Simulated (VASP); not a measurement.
Ti4CuAg:

```
Ti Cu Ag
1.0
     2.93379    0.00000    0.00000
     0.00000    2.93379    0.00000
     0.00000    0.00000   11.25451
Ti Cu Ag
4 1 1
Direct
  0.50000 0.50000 0.18097
  0.00000 0.00000 0.65245
  0.00000 0.00000 0.34755
  0.50000 0.50000 0.81903
  0.50000 0.50000 0.50000
  0.00000 0.00000 0.00000
```

Base run:

```yaml
Program: VASP 6.6.1
Functional: LDA
Potentials_or_basis: VASP PAW LDA potentials, release 64 (Ti_sv, Cu, Ag)
Cutoff: 520 eV
k_mesh: 8 × 8 × 2
Occupations: fermi-dirac, width 0.05 eV
Spin: no spin polarisation
```

Its results: band gap on the k mesh zero (bands 35 and 36 overlap by 1.06 eV); pressure -7.6 GPa; largest force 0.088 eV/Å.

Problem. The run is repeated on the same cell with these changes: k mesh from 8 × 8 × 2 to 3 × 3 × 1. What comes out?

Solution. Band gap on the k mesh zero (bands 35 and 36 overlap by 0.07 eV); pressure -8.8 GPa; largest force 0.415 eV/Å.

Caveats: some runs use coarse meshes; the cell stands under tension (at least some runs).
